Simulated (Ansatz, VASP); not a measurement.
Two plane-wave programs on Sc

INCAR

```
PREC = Accurate
ENCUT = 520
EDIFF = 1E-6
ISMEAR = 0
SIGMA = 0.15
LREAL = F
LASPH = T
NELM = 80
ALGO = Normal
ISIF = 2
LWAVE = F
LCHARG = F
GGA = PS
NBANDS = 12
```

File KPOINTS:

```
regular mesh
0
Gamma
  18 18 18
```

POSCAR

```
Sc
1.0
    0.0000000000      2.1569750000      2.3272625000
    2.1569750000      0.0000000000      2.3272625000
    2.1569750000      2.1569750000      0.0000000000
Sc
1
Direct
    0.0000000000      0.0000000000      0.0000000000
```

Input for Ansatz:

```yaml
crystal:
  lattice:
    - [0.0, 2.156975, 2.3272625]
    - [2.156975, 0.0, 2.3272625]
    - [2.156975, 2.156975, 0.0]
  atoms:
    - { symbol: Sc, position: [0.0, 0.0, 0.0] }
basis:
  ecutwfc: 420
kpoints:
  mp_grid: { grid: [18, 18, 18] }
hamiltonian:
  xc: pbesol
scf:
  occupations: { method: gaussian, width: 0.15 }
output:
  forces: true
  stress: true
  eigenvalues: true
```

Change from the starting cell: strain -0.050 along x and y, +0.025 along z, atoms carried along.

Alike in both runs: task single point; functional PBEsol; k mesh 18 × 18 × 18; occupations gaussian, width 0.15 eV; no spin polarisation.

|  | VASP | Ansatz |
| --- | --- | --- |
| version | VASP 6.6.1 | Ansatz 0.2.0 |
| potentials or method | VASP PAW PBE potentials, release 64 (Sc_sv), cutoff 520 eV | scalar-relativistic, plane waves, PAW |
| valence electrons in the cell | 11 | 11 |

Ansatz gave:

| Item | Value |
| --- | --- |
| gap on the k mesh at the Fermi level (eV) | none |
| pressure (GPa) | 5.3 |
| traceless stress, the component that is largest in VASP (GPa) | -1.77 |

Problem. Estimate VASP's values.

Solution. gap on the k mesh at the Fermi level (eV): none; pressure (GPa): 5.3; traceless stress, the component that is largest in VASP (GPa): -1.78.

VASP's potentials were made for PBE, not for PBEsol. A gap of «none» marks a metal or a gap that the smearing closes.
